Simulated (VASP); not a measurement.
Here is a VASP 6.6.1 calculation.

Contents of INCAR:

```
SYSTEM = Cs
PREC = Accurate ; ENCUT = 520
EDIFF = 1E-6 ; ISMEAR = 1
SIGMA = 0.03 ; LREAL = .FALSE.
LASPH = .TRUE. ; NELM = 60
ALGO = Normal ; ISIF = 2
LWAVE = .FALSE. ; LCHARG = .FALSE.
GGA = CA ; NBANDS = 10
```

KPOINTS

```
regular mesh
0
G
  8 8 8
  0 0 0
```

Contents of POSCAR:

```
Cs
1.0
   -2.8840810378      2.8840810378      2.8840810378
    2.8840810378     -2.8840810378      2.8840810378
    2.8840810378      2.8840810378     -2.8840810378
Cs
1
Direct
    0.0000000000      0.0000000000      0.0000000000
```

Potentials or basis: VASP PAW LDA potentials, release 64 (Cs_sv).

Run with:

```console
$ cat potpaw_LDA.64/Cs_sv/POTCAR > POTCAR
$ mpirun -np 1 vasp_std > vasp.out
```

Task: What does it give for the pressure?

Result: 0.0 GPa.
